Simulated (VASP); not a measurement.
Write the native input for VASP 6.6.1 that does the following.

```
Task                   : single point
Functional             : LDA
Potentials or basis    : VASP PAW LDA potentials, release 64 (Pd)
Cutoff                 : 520 eV
k mesh                 : 10 × 10 × 10
Occupations            : fermi-dirac, width 0.05 eV
Spin                   : no spin polarisation
Dipole correction      : no
Further INCAR settings : ALGO = Normal; EDIFF = 1e-06; NBANDS = 11
```

The structure of Pd lies in POSCAR:

```
Pd
1.0
   -1.5722810000      1.5722810000      1.5722810000
    1.5722810000     -1.5722810000      1.5722810000
    1.5722810000      1.5722810000     -1.5722810000
Pd
1
Direct
    0.0000000000      0.0000000000      0.0000000000
```

These files were run (other wordings do the same):

INCAR

```
SYSTEM = Pd
  PREC = Accurate
  ENCUT = 520
  EDIFF = 1E-6
  ISMEAR = -1
  SIGMA = 0.05
  LREAL = .FALSE.
  LASPH = .TRUE.
  NELM = 80
  ALGO = Normal
  ISIF = 2
  LWAVE = .FALSE.
  LCHARG = .FALSE.
  GGA = CA
  NBANDS = 11
```

KPOINTS

```
regular mesh
0
G
  10 10 10
  0 0 0
```

Potentials or basis: VASP PAW LDA potentials, release 64 (Pd).

The run is started by

```console
$ cat potpaw_LDA.64/Pd/POTCAR > POTCAR
$ mpirun -np 1 vasp_std > vasp.out
```

It gave:

```yaml
Pressure: -15.0 GPa
Band_gap_on_the_k_mesh: zero (band 5 reaches 9.27 eV, above the bottom of band 6 at 7.83 eV)
```

Run time: 5.4 s on 1 thread of AMD EPYC 7R13 Processor (Zen 3), on a shared host, peak memory 0.09 GiB.
